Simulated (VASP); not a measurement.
## KBe2Cl5: single point with r2SCAN

Crystal: KBe2Cl5.

```
Cl Be K
1.0
     4.73254    2.79422    0.00000
     4.77644   -2.79422    0.00000
     0.12727   -0.04100   -7.29137
Cl Be K
5 2 1
Direct
  0.32300 0.31500 0.20000
  0.58400 0.91600 0.47500
  0.66100 0.67300 0.82500
  0.03400 0.36600 0.53300
  0.47000 0.48000 0.53000
  0.69500 0.60500 0.58700
  0.36000 0.26000 0.43700
  0.00000 0.00000 0.00000
```

| Quantity | Value |
| --- | --- |
| Program | VASP 6.6.1 |
| Task | single point |
| Functional | r2SCAN |
| Potentials or basis | VASP PAW PBE potentials, release 64 (Cl, Be, K_sv) |
| Cutoff | 660 eV |
| k mesh | 4 × 4 × 3, shifted |
| Occupations | fermi-dirac, width 0.0388 eV |
| Spin | no spin polarisation |
| Dipole correction | no |
| Further INCAR settings | ALGO = Normal; EDIFF = 1e-06; NBANDS = 34 |

The pressure is 22.7 GPa, the largest force is 5.929 eV/Å and the band gap on the k mesh is 5.56 eV (least direct gap 5.59 eV).

Forces in eV/Å, atoms in the order of the input:
```
Cl   0.286 -0.807  5.867
Cl   1.971  1.974  2.558
Cl   0.508 -0.593 -5.259
Cl  -2.788  1.834 -1.393
Cl  -0.465 -1.882 -1.112
Be  -0.144 -0.010 -1.489
Be   0.645 -0.512  0.839
K   -0.012 -0.005 -0.011
```

Stress tensor (GPa, compression positive):
```
22.65 -0.50  0.69
-0.50 23.75 -0.20
 0.69 -0.20 21.71
```

Levels at points of the mesh, in eV from the valence-band top:
```tsv
k point	band 21	band 22	band 23	band 24	band 25	band 26	band 27	band 28
(0.00, 0.00, 0.50)	-0.94	-0.59	-0.21	-0.12	6.18	6.53	7.32	7.70
(0.50, 0.00, 0.50)	-0.72	-0.40	-0.32	-0.08	6.65	7.46	7.75	8.00
(0.00, 0.50, 0.50)	-0.58	-0.40	-0.22	-0.06	6.62	7.37	7.67	7.89
(0.50, 0.50, 0.50)	-0.80	-0.45	-0.33	-0.30	7.03	7.42	7.65	8.11
```

Run time: 17 min on 1 thread of Intel Xeon 8259CL, with other jobs on the host, peak memory 0.52 GiB.

Caveat: the cell stands under pressure; the PAW data sets were made with another functional, which shifts forces and pressure a little; a shifted mesh leaves out Γ, where band edges can lie. A k mesh can miss the band edges.
